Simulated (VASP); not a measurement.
NaCl: relaxation of cell and atoms with PBE

NaCl:

```
Na Cl
1.0
     2.05844   -3.33492    0.00000
     2.05844    3.33492    0.00000
     0.00000    0.00000    6.80471
Na Cl
2 2
Direct
  0.50000 0.50000 0.50000
  0.50000 0.50000 0.00000
  0.83656 0.16344 0.25000
  0.16344 0.83656 0.75000
```

- Program: VASP 6.6.1
- Task: relaxation of cell and atoms
- Functional: PBE
- Potentials or basis: VASP PAW PBE potentials, release 64 (Na_pv, Cl)
- Cutoff: 600 eV
- k mesh: 6 × 6 × 4
- Occupations: gaussian, width 0.02 eV
- Spin: no spin polarisation
- Dipole correction: no
- Further INCAR settings: ALGO = Normal; EDIFF = 1e-06; IBRION = 2; EDIFFG = -0.01; NSW = 100; ISIF = 3

| Item | Value |
| --- | --- |
| Relaxed volume | 23.18 Å³/atom |
| Relaxed cell | a = 3.956 Å, b = 3.956 Å, c = 6.837 Å, α = 90.00°, β = 90.00°, γ = 119.96° |
| Space group after relaxing (to 0.1 Å) | P6_3/mmc (No. 194) |
| Energy gained by relaxing | 4.1 meV/atom |
| Ionic steps | 12 |
| Pressure after relaxing | 0.0 GPa |
| Largest force after relaxing | 0.009 eV/Å |
| Band gap on the k mesh | 4.89 eV |

Forces on the atoms (eV/Å):
```
Na   0.000  0.000  0.000
Na   0.000  0.000  0.000
Cl   0.000  0.009  0.000
Cl   0.000 -0.009  0.000
```

Step by step:
| step | energy change (eV) | largest force (eV/Å) | pressure (GPa) | volume (Å³) |
| --- | --- | --- | --- | --- |
| 1 | 0.0000 | 0.0125 | -0.15 | 93.42 |
| 2 | -0.0051 | 0.0056 | -0.09 | 93.14 |
| 3 | -0.0141 | 0.0183 | 0.09 | 92.24 |
| 4 | -0.0148 | 0.0282 | 0.21 | 91.86 |
| 5 | -0.0148 | 0.0275 | 0.20 | 91.90 |
| 6 | -0.0157 | 0.0272 | 0.04 | 92.53 |
| 7 | -0.0158 | 0.0268 | -0.01 | 92.76 |
| 8 | -0.0157 | 0.0261 | -0.13 | 93.22 |
| 9 | -0.0158 | 0.0271 | -0.04 | 92.89 |
| 10 | -0.0160 | 0.0225 | -0.02 | 92.83 |
| 11 | -0.0162 | 0.0146 | 0.01 | 92.69 |
| 12 | -0.0164 | 0.0091 | 0.01 | 92.71 |

Final structure:
```
CELL_PARAMETERS angstrom
1.97940 -3.42532 0.00000
1.97940 3.42532 0.00000
0.00000 0.00000 6.83686
ATOMIC_POSITIONS crystal
Na 0.50000 0.50000 0.50000
Na 0.50000 0.50000 0.00000
Cl 0.83439 0.16561 0.25000
Cl 0.16561 0.83439 0.75000
```

Levels at points of the mesh, in eV from the valence-band top:
```csv
k point,band 12,band 13,band 14,band 15,band 16,band 17
"(0.00, 0.00, 0.00)",-0.20,-0.01,0.00,4.89,7.26,9.90
"(0.50, 0.00, 0.00)",-0.60,-0.54,-0.29,7.57,7.92,8.10
"(0.50, 0.50, 0.00)",-0.61,-0.54,-0.30,7.58,7.91,8.14
"(0.00, 0.00, 0.50)",-0.11,-0.10,-0.10,6.33,6.33,9.65
"(0.50, 0.00, 0.50)",-0.61,-0.42,-0.42,7.39,7.39,8.94
"(0.50, 0.50, 0.50)",-0.61,-0.42,-0.42,7.38,7.38,8.95
```

Wall time 10 min on 1 thread of Oxide Virtual Turin-like Processor, on a shared host, peak memory 0.22 GiB.

A k mesh can miss the band edges.
